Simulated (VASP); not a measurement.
# AlN (P6_3/mmc) in VASP: further runs

The runs below take AlN through single point, relaxation of cell and atoms, with PBE.

Everything below comes from runs of VASP 6.6.1. Logs are shortened: lines on timing, memory, paths and dates and some standing lists are left out, and cuts for length are marked.

## 1. The cell of the first run

Symmetry: P6_3/mmc, No. 194, hexagonal system. Conventional cell: a = 3.313 Å, b = 3.313 Å, c = 4.188 Å, α = 90.00°, β = 90.00°, γ = 120.00°. Al (site symmetry -6m2) has 5 N at 1.91 to 2.09 Å within 2.5 Å. N (site symmetry -6m2) has 5 Al at 1.91 to 2.09 Å within 2.5 Å.

## 2. Single point, PBE

The input, INCAR:

```
SYSTEM = AlN
  PREC = Accurate
  ENCUT = 520
  EDIFF = 1E-7
  ISMEAR = 0
  SIGMA = 0.02
  LREAL = .FALSE.
  LASPH = .TRUE.
  NELM = 60
  ALGO = Normal
  ISIF = 2
  LWAVE = .FALSE.
  LCHARG = .TRUE.
  GGA = PE
  LELF = .TRUE.
  LVHAR = .TRUE.
  NBANDS = 16
```

The input, KPOINTS:

```
regular mesh
0
G
  9 9 6
  0 0 0
```

The input, POSCAR:

```
AlN
1.0
    3.3134793403      0.0000000000      0.0000000000
   -1.6567396702      2.8695572837      0.0000000000
    0.0000000000      0.0000000000      4.1875902404
Al N
2 2
Direct
    0.3333333333      0.6666666667      0.7500000000
    0.6666666667      0.3333333333      0.2500000000
    0.3333333333      0.6666666667      0.2500000000
    0.6666666667      0.3333333333      0.7500000000
```

Potentials or basis: VASP PAW PBE potentials, release 64 (Al, N).

The run is started by

```console
$ cat potpaw_PBE.64/Al/POTCAR potpaw_PBE.64/N/POTCAR > POTCAR
$ mpirun -np 1 vasp_std > vasp.out
```

OUTCAR:

```text
SYSTEM = AlN
   PREC = Accurate
   ENCUT = 520
   EDIFF = 1E-7
   ISMEAR = 0
   LREAL = .FALSE.
   LASPH = .TRUE.
   NELM = 60
   ISIF = 2
   GGA = PE

 ion  position               nearest neighbor table
   1  0.333  0.667  0.750-   4 1.91   4 1.91   4 1.91   3 2.09   3 2.09   2 2.84   2 2.84   2 2.84
                             2 2.84   2 2.84   2 2.84
   2  0.667  0.333  0.250-   3 1.91   3 1.91   3 1.91   4 2.09   4 2.09   1 2.84   1 2.84   1 2.84
                             1 2.84   1 2.84   1 2.84
   3  0.333  0.667  0.250-   2 1.91   2 1.91   2 1.91   1 2.09   1 2.09
   4  0.667  0.333  0.750-   1 1.91   1 1.91   1 1.91   2 2.09   2 2.09

  LATTYP: Found a hexagonal cell.
 ALAT       =     3.3134793403
 C/A-ratio  =     1.2638045421

  Lattice vectors:

 A1 = (   3.3134793403,   0.0000000000,   0.0000000000)
 A2 = (  -1.6567396702,   2.8695572837,   0.0000000000)
 A3 = (   0.0000000000,   0.0000000000,   4.1875902404)

Analysis of symmetry for initial positions (statically):
=====================================================================
 Subroutine PRICEL returns:
 Original cell was already a primitive cell.

 Routine SETGRP: Setting up the symmetry group for a
 hexagonal supercell.

 Subroutine GETGRP returns: Found 24 space group operations
 (whereof 12 operations were pure point group operations)
 out of a pool of 24 trial point group operations.

The static configuration has the point symmetry D_3d.
 The point group associated with its full space group is D_6h.

Analysis of symmetry for dynamics (positions and initial velocities):
=====================================================================
 Subroutine PRICEL returns:
 Original cell was already a primitive cell.

 Routine SETGRP: Setting up the symmetry group for a
 hexagonal supercell.

 Subroutine GETGRP returns: Found 24 space group operations
 (whereof 12 operations were pure point group operations)
 out of a pool of 24 trial point group operations.

The dynamic configuration has the point symmetry D_3d.
 The point group associated with its full space group is D_6h.

 Subroutine INISYM returns: Found 24 space group operations
 (whereof 12 operations are pure point group operations),
 and found     1 'primitive' translations

----------------------------------------------------------------------------------------

                                     Primitive cell

  volume of cell :      39.8165

  direct lattice vectors                    reciprocal lattice vectors
     3.313479340  0.000000000  0.000000000     0.301797566  0.174242906  0.000000000
    -1.656739670  2.869557284  0.000000000     0.000000000  0.348485812  0.000000000
     0.000000000  0.000000000  4.187590240     0.000000000  0.000000000  0.238800824

  length of vectors
     3.313479340  3.313479340  4.187590240     0.348485812  0.348485812  0.238800824

  position of ions in fractional coordinates (direct lattice)
     0.333333333  0.666666667  0.750000000
     0.666666667  0.333333333  0.250000000
     0.333333333  0.666666667  0.250000000
     0.666666667  0.333333333  0.750000000

  ion indices of the primitive-cell ions
   primitive index   ion index
                 1           1
                 2           2
                 3           3
                 4           4

----------------------------------------------------------------------------------------

 KPOINTS: regular mesh

Automatic generation of k-mesh.
 Grid dimensions read from file:
 generate k-points for:    9    9    6

 Generating k-lattice:

  Cartesian coordinates                     Fractional coordinates (reciprocal lattice)
     0.033533063  0.019360323  0.000000000     0.111111111  0.000000000  0.000000000
     0.000000000  0.038720646  0.000000000     0.000000000  0.111111111  0.000000000
     0.000000000  0.000000000  0.039800137     0.000000000  0.000000000  0.166666667

  Length of vectors
     0.038720646  0.038720646  0.039800137

  Shift w.r.t. Gamma in fractional coordinates (k-lattice)
     0.000000000  0.000000000  0.000000000

 Subroutine IBZKPT returns following result:
 ===========================================

 Found     48 irreducible k-points:

 Following reciprocal coordinates:
            Coordinates               Weight
  0.000000  0.000000  0.000000      1.000000
  0.111111 -0.000000  0.000000      6.000000
  0.222222  0.000000  0.000000      6.000000
  0.333333 -0.000000  0.000000      6.000000
  0.444444  0.000000  0.000000      6.000000
  0.111111  0.111111  0.000000      6.000000
[... 16 lines left out ...]
  0.333333  0.222222  0.166667     24.000000
  0.333333  0.333333  0.166667      4.000000
 [... further k-points ...]
   k-points           NKPTS =     48   k-points in BZ     NKDIM =     48   number of bands    NBANDS=     16
   number of dos      NEDOS =    301   number of ions     NIONS =      4
   total plane-waves  NPLWV =  25088
   dimension x,y,z NGX =    28 NGY =   28 NGZ =   32
   dimension x,y,z NGXF=    56 NGYF=   56 NGZF=   64
   ions per type =               2   2
   NGX,Y,Z   is equivalent  to a cutoff of  14.05, 14.05, 12.70 a.u.
   NGXF,Y,Z  is equivalent  to a cutoff of  28.10, 28.10, 25.41 a.u.
 SYSTEM =  AlN
   PREC   = accura    normal or accurate (medium, high low for compatibility)
   ISTART =      0    job   : 0-new  1-cont  2-samecut
   ICHARG =      2    charge: 1-file 2-atom 10-const
   ISPIN  =      1    spin polarized calculation?
   LNONCOLLINEAR =      F non collinear calculations
   LSORBIT =      F    spin-orbit coupling
   LASPH  =      T    aspherical Exc in radial PAW
   ENCUT  =  520.0 eV  38.22 Ry    6.18 a.u.   6.16  6.16  7.79*2*pi/ulx,y,z
   NELM   =     60;   NELMIN=  2; NELMDL= -5     # of ELM steps
   EDIFF  = 0.1E-06   stopping-criterion for ELM
   LREAL  =      F    real-space projection
   EDIFFG = 0.1E-05   stopping-criterion for IOM
   NSW    =      0    number of steps for IOM
   IBRION =     -1    ionic relax: 0-MD 1-quasi-New 2-CG
   NFREE  =      0    steps in history (QN), initial steepest desc. (CG)
   ISIF   =      2    stress and relaxation
   ISYM   =      2    0-nonsym 1-usesym 2-fastsym
   POTIM  = 0.5000    time-step for ionic-motion
   TEBEG  =    0.0;   TEEND  =   0.0 temperature during run
   PSTRESS=    0.0 pullay stress
   NELECT =      16.0000    total number of electrons
   NUPDOWN=      -1.0000    fix difference up-down
   EMIN   =  10.00;   EMAX   =-10.00  energy-range for DOS
   EFERMI =   0.00;   METHOD = LEGACY
   ISMEAR =     0;   SIGMA  =   0.02  broadening in eV -4-tet -1-fermi 0-gaus
   EFERMI_NEDOS =   21; number of points for ismear=-14 and -15
   IALGO  =     38    algorithm
   IMIX   =      4    mixing-type and parameters
     AMIX     =   0.40;   BMIX     =  1.00
     AMIX_MAG =   1.60;   BMIX_MAG =  1.00
  volume/ion in A,a.u.               =       9.95        67.17
  Fermi-wavevector in a.u.,A,eV,Ry     =   1.208074  2.282930 19.856940  1.459444
  Thomas-Fermi vector in A             =   2.343693
   LORBIT       =      0    0 simple, 1 ext, 2 COOP (PROOUT), +10 PAW based schemes
   GGA     = PE    functional components
   LHFCALC =     F    Hartree Fock is set to
   AEXX    =    0.0000 exact exchange contribution
   IVDW    =     0    specifies the selected vdW correction
   LEPSILON=     F    determine dielectric tensor
   LRPA    =     F    only Hartree local field effects (RPA)
 non-spin polarized calculation
 Gauss-broadening in eV      SIGMA  =   0.02
  energy-cutoff  :      520.00
  volume of cell :       39.82
 maximum number of plane-waves:      1090
 NGX is ok and might be reduce to    28
   NGX = 13   NGY = 13   NGZ = 15

 number of electron      15.9999999 magnetization

 Free energy of the ion-electron system (eV)
  ---------------------------------------------------
  ext. energy  EPLUGINS =         0.00000000
  ---------------------------------------------------
  free energy    TOTEN  =       -29.31894547 eV

  energy without entropy =      -29.31894547  energy(sigma->0) =      -29.31894547

 E-fermi :   8.1084     XC(G=0): -11.1572

 val. band max:        7.9387952207   @ k =   0.0000   0.0000   0.0000
 cond. band min:      11.2024664848   @ k =   0.0000   0.0000   0.0000
 fundamental gap:      3.2636712641
 Fermi energy:         8.1084002680

 k-point     1 :       0.0000    0.0000    0.0000
  band No.  band energies     occupation
      1      -8.8367      2.00000
      2      -5.2183      2.00000
      3       1.0839      2.00000
      4       4.6731      2.00000
      5       4.6731      2.00000
      6       6.3344      2.00000
[... 8 lines left out ...]
     15      19.7471      0.00000
     16      19.8795      0.00000

 k-point     2 :       0.1111   -0.0000    0.0000
  band No.  band energies     occupation
      1      -8.6970      2.00000
      2      -5.2146      2.00000
      3       1.2351      2.00000
      4       4.1717      2.00000
      5       4.4745      2.00000
      6       5.8395      2.00000
[... 8 lines left out ...]
     15      19.2998      0.00000
     16      19.5181      0.00000

 k-point     3 :       0.2222    0.0000    0.0000
  band No.  band energies     occupation
      1      -8.2961      2.00000
      2      -5.2480      2.00000
      3       1.6759      2.00000
      4       3.0907      2.00000
      5       4.0688      2.00000
      6       4.9352      2.00000
[... 8 lines left out ...]
     15      18.3374      0.00000
     16      20.3311      0.00000

 k-point     4 :       0.3333   -0.0000    0.0000
  band No.  band energies     occupation
      1      -7.7024      2.00000
      2      -5.4251      2.00000
      3       2.0962      2.00000
      4       2.3535      2.00000
      5       3.7004      2.00000
      6       4.1476      2.00000
[... 8 lines left out ...]
     15      19.2992      0.00000
     16      20.7726      0.00000

 k-point     5 :       0.4444    0.0000    0.0000
  band No.  band energies     occupation
      1      -7.1094      2.00000
      2      -5.7558      2.00000
      3       1.5548      2.00000
      4       3.0719      2.00000
      5       3.4924      2.00000
      6       3.6910      2.00000
[... 8 lines left out ...]
     15      20.8751      0.00000
     16      21.0877      0.00000

 k-point     6 :       0.1111    0.1111    0.0000
  band No.  band energies     occupation
      1      -8.4262      2.00000
      2      -5.2289      2.00000
      3       1.5315      2.00000
      4       3.6083      2.00000
      5       3.8305      2.00000
      6       5.3995      2.00000
[... 8 lines left out ...]
     15      18.9796      0.00000
     16      20.1058      0.00000
[... 267 lines left out ...]
 k-point    21 :       0.4444    0.1111    0.1667
  band No.  band energies     occupation
      1      -6.8065      2.00000
      2      -5.8935      2.00000
      3       1.1134      2.00000
      4       2.6686      2.00000
      5       3.0263      2.00000
      6       4.3704      2.00000
[... 8 lines left out ...]
     15      20.0215      0.00000
     16      21.2907      0.00000

 k-point    22 :       0.2222    0.2222    0.1667
  band No.  band energies     occupation
      1      -7.2490      2.00000
      2      -5.6507      2.00000
      3       1.7089      2.00000
      4       2.0680      2.00000
      5       3.6966      2.00000
      6       4.2024      2.00000
[... 8 lines left out ...]
     15      19.8103      0.00000
     16      21.1115      0.00000

 k-point    23 :       0.3333    0.2222    0.1667
  band No.  band energies     occupation
      1      -6.7068      2.00000
      2      -5.9165      2.00000
      3       1.4218      2.00000
      4       2.1792      2.00000
      5       2.9167      2.00000
      6       4.7178      2.00000
[... 8 lines left out ...]
     15      19.5879      0.00000
     16      21.2227      0.00000

 k-point    24 :       0.3333    0.3333    0.1667
  band No.  band energies     occupation
      1      -6.2597      2.00000
      2      -6.2597      2.00000
      3       1.4376      2.00000
      4       2.3868      2.00000
      5       2.3868      2.00000
      6       4.9285      2.00000
[... 8 lines left out ...]
     15      19.1691      0.00000
     16      20.9551      0.00000

 [... further k-points ...]
[... 5 lines left out ...]
  --------------------------------------------------------------------------------------
  -------------------------------------------------------------------------------------
  Total       -0.0558608     -0.0558608     -0.0262183      0.0000000     -0.0000000      0.0000000
  in kB       -2.2477837     -2.2477837     -1.0549996      0.0000000     -0.0000000      0.0000000
  external PRESSURE =      -1.8501890 kB  Pullay stress =       0.0000000 kB

 VOLUME and BASIS-vectors are now :
 -----------------------------------------------------------------------------
  energy-cutoff  :      520.00
  volume of cell :       39.82
      direct lattice vectors                 reciprocal lattice vectors
     3.313479340  0.000000000  0.000000000     0.301797566  0.174242906  0.000000000
    -1.656739670  2.869557284  0.000000000     0.000000000  0.348485812  0.000000000
     0.000000000  0.000000000  4.187590240     0.000000000  0.000000000  0.238800824

 POSITION                                       TOTAL-FORCE (eV/Angst)
 -----------------------------------------------------------------------------------
     -0.00000      1.91304      3.14069        -0.000000     -0.000000     -0.000000
      1.65674      0.95652      1.04690         0.000000      0.000000     -0.000000
     -0.00000      1.91304      1.04690         0.000000     -0.000000      0.000000
      1.65674      0.95652      3.14069         0.000000      0.000000      0.000000
 -----------------------------------------------------------------------------------
    total drift:                               -0.000000      0.000000      0.000000

  FREE ENERGIE OF THE ION-ELECTRON SYSTEM (eV)
  ---------------------------------------------------
  free  energy   TOTEN  =       -29.3189454723 eV

  energy  without entropy=      -29.3189454723  energy(sigma->0) =      -29.31894547
```

Wall time 14 s (1 thread of Intel Xeon 6975P-C (Granite Rapids), shared host); peak memory 0.17 GiB.

What came out:

| Item | Value |
| --- | --- |
| Free energy | -29.3189 eV |
| Pressure | -0.2 GPa |
| Band gap on the k mesh | 3.26 eV, direct |

Stress tensor (GPa, compression positive):
```
-0.22  0.00  0.00
 0.00 -0.22  0.00
 0.00  0.00 -0.11
```

## 3. Single point, PBE

The input, INCAR:

```
PREC     = Accurate       # precision mode
ENCUT    = 520            # plane-wave cutoff, eV
EDIFF    = 1E-7           # SCF threshold, eV
ISMEAR   = 0              # smearing method
SIGMA    = 0.05           # smearing width, eV
LREAL    = F              # projectors in reciprocal space
LASPH    = T              # aspherical terms in the spheres
NELM     = 100            # most SCF steps
ALGO     = Normal         # electronic algorithm
ISIF     = 2              # what is computed and relaxed
LWAVE    = F              # write WAVECAR
LCHARG   = F              # write CHGCAR
GGA      = PE             # functional
NBANDS   = 16             # bands
```

The input, KPOINTS:

```
regular mesh
0
Gamma
  9 9 6
```

POSCAR is that of step 2.

Potentials or basis: VASP PAW PBE potentials, release 64 (Al, N).

The run is started by

```console
$ cat potpaw_PBE.64/Al/POTCAR potpaw_PBE.64/N/POTCAR > POTCAR
$ mpirun -np 1 vasp_std > vasp.out
```

It took 13 s on 1 thread of Intel Xeon 6975P-C (Granite Rapids), shared host; peak memory 0.16 GiB.

It converged, with:

```yaml
Free_energy: -29.3189 eV
Pressure: -0.2 GPa
Band_gap_on_the_k_mesh: 3.26 eV, direct
```

Stress tensor (GPa, compression positive):
```
-0.22  0.00  0.00
 0.00 -0.22  0.00
 0.00  0.00 -0.11
```

Levels at points of the mesh, in eV from the valence-band top:
```csv
k point,band 5,band 6,band 7,band 8,band 9,band 10,band 11,band 12
"(0.00, 0.00, 0.00)",-3.27,-1.60,-1.60,0.00,3.26,4.40,8.24,8.24
"(0.00, 0.00, 0.50)",-2.47,-2.47,-2.47,-2.47,5.65,5.65,8.42,8.42
```

PBE gaps usually lie below the measured ones, often by a third to a half.

(Continued in part 2 of 2.)
